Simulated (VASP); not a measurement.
# ZrS (Fm-3m) in VASP: single point with r2SCAN

Aim: the single point of ZrS with r2SCAN.

Everything below comes from runs of VASP 6.6.1. Logs are shortened: lines on timing, memory, paths and dates and some standing lists are left out, and cuts for length are marked.

### Step 1. The cell of the first run

The structure is cubic, space group Fm-3m (No. 225). The conventional cell has a = 5.250 Å, b = 5.250 Å, c = 5.250 Å, α = 90.00°, β = 90.00°, γ = 90.00°. Zr (site symmetry m-3m) has 6 S at 2.62 Å within 3.5 Å. Within 3.5 Å of S (site symmetry m-3m) lie 6 Zr at 2.62 Å.

### Step 2. Single point, r2SCAN

POSCAR

```
ZrS
1.0
    0.0000000000      2.6250000000      2.6250000000
    2.6250000000      0.0000000000      2.6250000000
    2.6250000000      2.6250000000      0.0000000000
Zr S
1 1
Direct
    0.0000000000      0.0000000000      0.0000000000
    0.5000000000      0.5000000000      0.5000000000
```

INCAR.step1

```
SYSTEM = ZrS
  PREC = Accurate
  ENCUT = 520
  ISMEAR = 0
  SIGMA = 0.1
  LREAL = .FALSE.
  LASPH = .TRUE.
  NELM = 100
  NBANDS = 16
  ISYM = 0
  GGA = PE
  ALGO = Normal
  EDIFF = 1E-4
  LWAVE = .TRUE.
  LCHARG = .FALSE.
```

INCAR.step2

```
SYSTEM = ZrS
  PREC = Accurate
  ENCUT = 520
  EDIFF = 1E-6
  ISMEAR = 0
  SIGMA = 0.1
  LREAL = .FALSE.
  LASPH = .TRUE.
  NELM = 100
  ALGO = Normal
  ISIF = 2
  LWAVE = .FALSE.
  LCHARG = .FALSE.
  METAGGA = R2SCAN
  LMIXTAU = .TRUE.
  NBANDS = 16
  ISYM = 0
  ISTART = 1
```

KPOINTS

```
Automatic mesh
0
Gamma
  12 12 12
  0.5 0.5 0.5
```

Potentials or basis: VASP PAW PBE potentials, release 64 (Zr_sv, S).

Started as:

```bash
$ cat potpaw_PBE.64/Zr_sv/POTCAR potpaw_PBE.64/S/POTCAR > POTCAR
$ cp INCAR.step1 INCAR
$ mpirun -np 1 vasp_std > vasp.out
$ cp INCAR.step2 INCAR
$ mpirun -np 1 vasp_std > vasp.out
```

OUTCAR:

```text
SYSTEM = ZrS
   PREC = Accurate
   ENCUT = 520
   EDIFF = 1E-6
   ISMEAR = 0
   LREAL = .FALSE.
   LASPH = .TRUE.
   NELM = 100
   ISIF = 2
   METAGGA = R2SCAN
   ISYM = 0
   ISTART = 1

 ion  position               nearest neighbor table
   1  0.000  0.000  0.000-   2 2.62   2 2.62   2 2.62   2 2.62   2 2.62   2 2.62
   2  0.500  0.500  0.500-   1 2.62   1 2.62   1 2.62   1 2.62   1 2.62   1 2.62

IMPORTANT INFORMATION: All symmetrisations will be switched off!
NOSYMM: (Re-)initialisation of all symmetry stuff for point group C_1.

----------------------------------------------------------------------------------------

                                     Primitive cell

  volume of cell :      36.1758

  direct lattice vectors                    reciprocal lattice vectors
     0.000000000  2.625000000  2.625000000    -0.190476190  0.190476190  0.190476190
     2.625000000  0.000000000  2.625000000     0.190476190 -0.190476190  0.190476190
     2.625000000  2.625000000  0.000000000     0.190476190  0.190476190 -0.190476190

  length of vectors
     3.712310601  3.712310601  3.712310601     0.329914440  0.329914440  0.329914440

  position of ions in fractional coordinates (direct lattice)
     0.000000000  0.000000000  0.000000000
     0.500000000  0.500000000  0.500000000

  ion indices of the primitive-cell ions
   primitive index   ion index
                 1           1
                 2           2

----------------------------------------------------------------------------------------

 KPOINTS: Automatic mesh

Automatic generation of k-mesh.
 Grid dimensions read from file:
 generate k-points for:   12   12   12

 Generating k-lattice:

  Cartesian coordinates                     Fractional coordinates (reciprocal lattice)
    -0.015873016  0.015873016  0.015873016     0.083333333  0.000000000  0.000000000
     0.015873016 -0.015873016  0.015873016     0.000000000  0.083333333  0.000000000
     0.015873016  0.015873016 -0.015873016     0.000000000  0.000000000  0.083333333

  Length of vectors
     0.027492870  0.027492870  0.027492870

  Shift w.r.t. Gamma in fractional coordinates (k-lattice)
     0.500000000  0.500000000  0.500000000

 Subroutine IBZKPT returns following result:
 ===========================================

 Found   3456 irreducible k-points:

 Following reciprocal coordinates:
            Coordinates               Weight
  0.041667  0.041667  0.041667      2.000000
  0.041667  0.000000  0.000000      2.000000
  0.000000  0.000000 -0.041667      2.000000
  0.000000  0.041667  0.000000      2.000000
  0.125000  0.041667  0.041667      2.000000
  0.041667  0.125000  0.041667      2.000000
[... 16 lines left out ...]
  0.000000  0.166667 -0.041667      2.000000
  0.166667  0.000000 -0.041667      2.000000
 [... further k-points ...]
   k-points           NKPTS =   3456   k-points in BZ     NKDIM =   3456   number of bands    NBANDS=     16
   number of dos      NEDOS =    301   number of ions     NIONS =      2
   total plane-waves  NPLWV =  21952
   dimension x,y,z NGX =    28 NGY =   28 NGZ =   28
   dimension x,y,z NGXF=    56 NGYF=   56 NGZF=   56
   ions per type =               1   1
   NGX,Y,Z   is equivalent  to a cutoff of  12.54, 12.54, 12.54 a.u.
   NGXF,Y,Z  is equivalent  to a cutoff of  25.08, 25.08, 25.08 a.u.
 SYSTEM =  ZrS
   PREC   = accura    normal or accurate (medium, high low for compatibility)
   ISTART =      1    job   : 0-new  1-cont  2-samecut
   ICHARG =      0    charge: 1-file 2-atom 10-const
   ISPIN  =      1    spin polarized calculation?
   LNONCOLLINEAR =      F non collinear calculations
   LSORBIT =      F    spin-orbit coupling
   LASPH  =      T    aspherical Exc in radial PAW
   ENCUT  =  520.0 eV  38.22 Ry    6.18 a.u.   6.90  6.90  6.90*2*pi/ulx,y,z
   NELM   =    100;   NELMIN=  2; NELMDL=  0     # of ELM steps
   EDIFF  = 0.1E-05   stopping-criterion for ELM
   LREAL  =      F    real-space projection
   EDIFFG = 0.1E-04   stopping-criterion for IOM
   NSW    =      0    number of steps for IOM
   IBRION =     -1    ionic relax: 0-MD 1-quasi-New 2-CG
   NFREE  =      0    steps in history (QN), initial steepest desc. (CG)
   ISIF   =      2    stress and relaxation
   ISYM   =      0    0-nonsym 1-usesym 2-fastsym
   POTIM  = 0.5000    time-step for ionic-motion
   TEBEG  =    0.0;   TEEND  =   0.0 temperature during run
   PSTRESS=    0.0 pullay stress
   NELECT =      18.0000    total number of electrons
   NUPDOWN=      -1.0000    fix difference up-down
   EMIN   =  10.00;   EMAX   =-10.00  energy-range for DOS
   EFERMI =   0.00;   METHOD = LEGACY
   ISMEAR =     0;   SIGMA  =   0.10  broadening in eV -4-tet -1-fermi 0-gaus
   EFERMI_NEDOS =   21; number of points for ismear=-14 and -15
   IALGO  =     38    algorithm
   IMIX   =      4    mixing-type and parameters
     AMIX     =   0.40;   BMIX     =  1.00
     AMIX_MAG =   1.60;   BMIX_MAG =  1.00
  volume/ion in A,a.u.               =      18.09       122.06
  Fermi-wavevector in a.u.,A,eV,Ry     =   1.297258  2.451462 22.896950  1.682878
  Thomas-Fermi vector in A             =   2.428662
   LORBIT       =      0    0 simple, 1 ext, 2 COOP (PROOUT), +10 PAW based schemes
   METAGGA = R2SCAN    functional components
   LHFCALC =     F    Hartree Fock is set to
   AEXX    =    0.0000 exact exchange contribution
   IVDW    =     0    specifies the selected vdW correction
   LEPSILON=     F    determine dielectric tensor
   LRPA    =     F    only Hartree local field effects (RPA)
 non-spin polarized calculation
 Gauss-broadening in eV      SIGMA  =   0.10
  energy-cutoff  :      520.00
  volume of cell :       36.18
 maximum number of plane-waves:       985
   NGX = 13   NGY = 13   NGZ = 13

 number of electron      18.0000000 magnetization

 Free energy of the ion-electron system (eV)
  ---------------------------------------------------
  ext. energy  EPLUGINS =         0.00000000
  ---------------------------------------------------
  free energy    TOTEN  =       -33.88528002 eV

  energy without entropy =      -33.87936104  energy(sigma->0) =      -33.88232053

 E-fermi :  10.9220     XC(G=0): -11.9631

 val. band max:       10.9130510811   @ k =   0.2083   0.1667   0.3333
 cond. band min:      10.9393808931   @ k =  -0.1250  -0.4583   0.1250
 fundamental gap:      0.0263298121
 Fermi energy:        10.9220019937

 k-point     1 :       0.0417    0.0417    0.0417
  band No.  band energies     occupation
      1     -40.9423      2.00000
      2     -18.2294      2.00000
      3     -18.2236      2.00000
      4     -18.2236      2.00000
      5      -5.8374      2.00000
      6       6.8119      2.00000
[... 8 lines left out ...]
     15      18.7119      0.00000
     16      23.2754      0.00000

 k-point     2 :       0.0417    0.0000    0.0000
  band No.  band energies     occupation
      1     -40.9423      2.00000
      2     -18.2295      2.00000
      3     -18.2236      2.00000
      4     -18.2236      2.00000
      5      -5.8374      2.00000
      6       6.8119      2.00000
[... 8 lines left out ...]
     15      18.7119      0.00000
     16      23.2751      0.00000

 k-point     3 :       0.0000    0.0000   -0.0417
  band No.  band energies     occupation
      1     -40.9423      2.00000
      2     -18.2295      2.00000
      3     -18.2236      2.00000
      4     -18.2236      2.00000
      5      -5.8374      2.00000
      6       6.8119      2.00000
[... 8 lines left out ...]
     15      18.7119      0.00000
     16      23.2750      0.00000

 k-point     4 :       0.0000    0.0417    0.0000
  band No.  band energies     occupation
      1     -40.9423      2.00000
      2     -18.2295      2.00000
      3     -18.2236      2.00000
      4     -18.2236      2.00000
      5      -5.8374      2.00000
      6       6.8119      2.00000
[... 8 lines left out ...]
     15      18.7119      0.00000
     16      23.2750      0.00000

 k-point     5 :       0.1250    0.0417    0.0417
  band No.  band energies     occupation
      1     -40.9399      2.00000
      2     -18.2601      2.00000
      3     -18.2306      2.00000
      4     -18.2241      2.00000
      5      -5.7196      2.00000
      6       6.1539      2.00000
[... 8 lines left out ...]
     15      19.0675      0.00000
     16      22.4798      0.00000

 k-point     6 :       0.0417    0.1250    0.0417
  band No.  band energies     occupation
      1     -40.9399      2.00000
      2     -18.2601      2.00000
      3     -18.2306      2.00000
      4     -18.2241      2.00000
      5      -5.7196      2.00000
      6       6.1539      2.00000
[... 8 lines left out ...]
     15      19.0675      0.00000
     16      22.4798      0.00000
[... 267 lines left out ...]
 k-point    21 :       0.2083    0.1667    0.1667
  band No.  band energies     occupation
      1     -40.9346      2.00000
      2     -18.3315      2.00000
      3     -18.2388      2.00000
      4     -18.2286      2.00000
      5      -5.4464      2.00000
      6       5.1391      2.00000
[... 8 lines left out ...]
     15      19.4996      0.00000
     16      21.3521      0.00000

 k-point    22 :       0.0417   -0.1667    0.0000
  band No.  band energies     occupation
      1     -40.9346      2.00000
      2     -18.3316      2.00000
      3     -18.2388      2.00000
      4     -18.2286      2.00000
      5      -5.4464      2.00000
      6       5.1391      2.00000
[... 8 lines left out ...]
     15      19.4996      0.00000
     16      21.3521      0.00000

 k-point    23 :       0.0000    0.1667   -0.0417
  band No.  band energies     occupation
      1     -40.9346      2.00000
      2     -18.3316      2.00000
      3     -18.2388      2.00000
      4     -18.2286      2.00000
      5      -5.4464      2.00000
      6       5.1391      2.00000
[... 8 lines left out ...]
     15      19.4996      0.00000
     16      21.3521      0.00000

 k-point    24 :       0.1667    0.0000   -0.0417
  band No.  band energies     occupation
      1     -40.9346      2.00000
      2     -18.3316      2.00000
      3     -18.2388      2.00000
      4     -18.2286      2.00000
      5      -5.4464      2.00000
      6       5.1391      2.00000
[... 8 lines left out ...]
     15      19.4996      0.00000
     16      21.3521      0.00000

 [... further k-points ...]

------------------------ aborting loop because EDIFF is reached ----------------------------------------

  FORCE on cell =-STRESS in cart. coord.  units (eV):
  Direction    XX          YY          ZZ          XY          YZ          ZX
  --------------------------------------------------------------------------------------
  -------------------------------------------------------------------------------------
  Total       -0.4508133     -0.4508134     -0.4508124      0.0002863      0.0002863      0.0002862
  in kB      -19.9659205    -19.9659258    -19.9658833      0.0126801      0.0126799      0.0126749
  external PRESSURE =     -19.9659099 kB  Pullay stress =       0.0000000 kB

 VOLUME and BASIS-vectors are now :
 -----------------------------------------------------------------------------
  energy-cutoff  :      520.00
  volume of cell :       36.18
      direct lattice vectors                 reciprocal lattice vectors
     0.000000000  2.625000000  2.625000000    -0.190476190  0.190476190  0.190476190
     2.625000000  0.000000000  2.625000000     0.190476190 -0.190476190  0.190476190
     2.625000000  2.625000000  0.000000000     0.190476190  0.190476190 -0.190476190

 POSITION                                       TOTAL-FORCE (eV/Angst)
 -----------------------------------------------------------------------------------
      0.00000      0.00000      0.00000        -0.000000      0.000000     -0.000000
      2.62500      2.62500      2.62500         0.000000     -0.000000      0.000000
 -----------------------------------------------------------------------------------
    total drift:                                0.000000      0.000000      0.000000

  FREE ENERGIE OF THE ION-ELECTRON SYSTEM (eV)
  ---------------------------------------------------
  free  energy   TOTEN  =       -33.8852800156 eV

  energy  without entropy=      -33.8793610351  energy(sigma->0) =      -33.88232053
```

Wall time 46 min (1 thread of Intel Xeon 6975P-C (Granite Rapids), shared host); peak memory 1.8 GiB.

What came out:

- Free energy: -33.8853 eV
- Pressure: -2.0 GPa
- Band gap on the k mesh: zero (bands 9 and 10 overlap by 2.78 eV)

Caveat: the PAW data sets were made with another functional, which shifts forces and pressure a little.

The gap in the log of VASP goes by the Fermi energy; the results here count the filled bands.